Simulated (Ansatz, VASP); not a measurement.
**K in VASP and in Ansatz**

```
K
1.0
     2.57896   -3.76601   -0.12804
     2.57896    3.76601   -0.12804
    -2.38668    0.00000    3.88867
K
1
Direct
  0.00000 0.00000 0.50000
```

Alike in both runs: functional PBE; k mesh 12 × 12 × 12; occupations gaussian, width 0.1 eV; no spin polarisation.

Ansatz relaxed the structure, and its values are those at the end. VASP's run is a single point on that final structure, the one shown.

|  | VASP | Ansatz |
| --- | --- | --- |
| version | VASP 6.6.1 | Ansatz 0.2.0 |
| potentials or method | VASP PAW PBE potentials, release 64 (K_sv), cutoff 520 eV | scalar-relativistic, plane waves, PAW |
| valence electrons in the cell | 9 | 9 |

```csv
,VASP,Ansatz,Ansatz less VASP
gap on the k mesh at the Fermi level (eV),none,none,-
pressure (GPa),0.0,0.0,0.00
```

A gap of «none» marks a metal or a gap that the smearing closes.
